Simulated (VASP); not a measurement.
Wanted: the native input for a VASP 6.6.1 run.

```yaml
Task: single point
Functional: LDA
Potentials_or_basis: VASP PAW LDA potentials, release 64 (Ag, Cl)
Cutoff: 520 eV
k_mesh: 8 × 8 × 8
Occupations: fermi-dirac, width 0.02 eV
Spin: no spin polarisation
Dipole_correction: no
Further_INCAR_settings: ALGO = Normal; EDIFF = 1e-06; NBANDS = 16
```

The structure of AgCl lies in POSCAR:

```
AgCl
1.0
    0.0000000000      2.6899555000      2.7731500000
    2.6899555000      0.0000000000      2.7731500000
    2.6899555000      2.6899555000      0.0000000000
Ag Cl
1 1
Direct
    0.5000000000      0.5000000000      0.5000000000
    0.0000000000      0.0000000000      0.0000000000
```

This cell differs from its parent crystal: equal xx and yy strain of -3 %.

These files were run (other wordings do the same):

INCAR

```
PREC = Accurate
ENCUT = 520
EDIFF = 1E-6
ISMEAR = -1
SIGMA = 0.02
LREAL = False
LASPH = True
NELM = 80
ALGO = Normal
ISIF = 2
LWAVE = False
LCHARG = True
LELF = True
LVHAR = True
NBANDS = 16
```

KPOINTS

```
regular mesh
0
Gamma
  8 8 8
```

Potentials or basis: VASP PAW LDA potentials, release 64 (Ag, Cl).

Command:

```sh
$ cat potpaw_LDA.64/Ag/POTCAR potpaw_LDA.64/Cl/POTCAR > POTCAR
$ mpirun -np 1 vasp_std > vasp.out
```

It gave:

```yaml
Pressure: -2.6 GPa
Band_gap_on_the_k_mesh: 0.55 eV, indirect (least direct gap 3.14 eV)
```

Caveat: the cell differs from its parent crystal (equal xx and yy strain of -3 %).

It took 14 s on 1 thread of Intel(R) Xeon(R) 6975P-C (Granite Rapids), on a shared host, peak memory 0.16 GiB.
